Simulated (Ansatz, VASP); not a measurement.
NiO: VASP beside Ansatz

```
Ni O
1.0
     0.00000    2.13233    2.13233
     2.13233    0.00000    2.13233
     2.13233    2.13233    0.00000
Ni O
1 1
Cartesian
  0.0000 0.0000 0.0000
  2.1323 2.1323 2.1323
```

Change from the starting cell: volume scaled by 1.06, PAW files.

Alike in both runs: task electric field gradients; functional PBE; k mesh 15 × 15 × 15; occupations fermi-dirac, width 0.03 eV; collinear spin.

|  | VASP | Ansatz |
| --- | --- | --- |
| version | VASP 6.6.1 | Ansatz 0.2.0 |
| potentials or method | VASP PAW PBE potentials, release 64 (Ni, O) | PAW with Ansatz's default frozen-core files, scalar-relativistic |
| plane-wave cutoff (eV) | 520 | 420 |
| valence electrons in the cell | 16 | 24 |

```tsv
	VASP	Ansatz	Ansatz less VASP
pressure (GPa)	-5.7	-5.3	+0.38
net moment per atom (μB)	0.93	0.94	+0.015
size of the moment on the site where the two differ most (μB)	0.29	0.31	+0.023
```

Site moments also hang on the region over which each program counts them. VASP's potentials hold 16 valence electrons a cell and Ansatz's 24, so a difference there can come from the potentials and not from the codes.
